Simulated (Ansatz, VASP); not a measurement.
# Two plane-wave programs on PbF2

```xyz
3
Lattice="0.0000 2.9994 2.9994 2.9994 0.0000 2.9994 2.9994 2.9994 0.0000" Properties=species:S:1:pos:R:3 pbc="T T T"
Pb    0.0000    0.0000    0.0000
F     1.4997    1.4997    1.4997
F     4.4991    4.4991    4.4991
```

Alike in both runs: task single point; functional r2SCAN; k mesh 8 × 8 × 8; occupations gaussian, width 0.05 eV; no spin polarisation.

|  | VASP | Ansatz |
| --- | --- | --- |
| version | VASP 6.6.1 | Ansatz 0.2.0 |
| potentials or method | VASP PAW PBE potentials, release 64 (Pb_d, F), cutoff 520 eV | scalar-relativistic, plane waves, PAW |
| valence electrons in the cell | 28 | 28 |

|  | VASP | Ansatz | Ansatz less VASP |
| --- | --- | --- | --- |
| gap on the k mesh at the Fermi level (eV) | 4.94 | 4.94 | 0.000 |
| least direct gap on the mesh (eV) | 5.08 | 5.08 | -0.001 |
| pressure (GPa) | -2.9 | -2.8 | +0.11 |

VASP's potentials were made for PBE, not for r2SCAN. The functional is the same, so the differences come from potentials, cutoffs and numerics.

Neither program's run includes spin-orbit coupling.
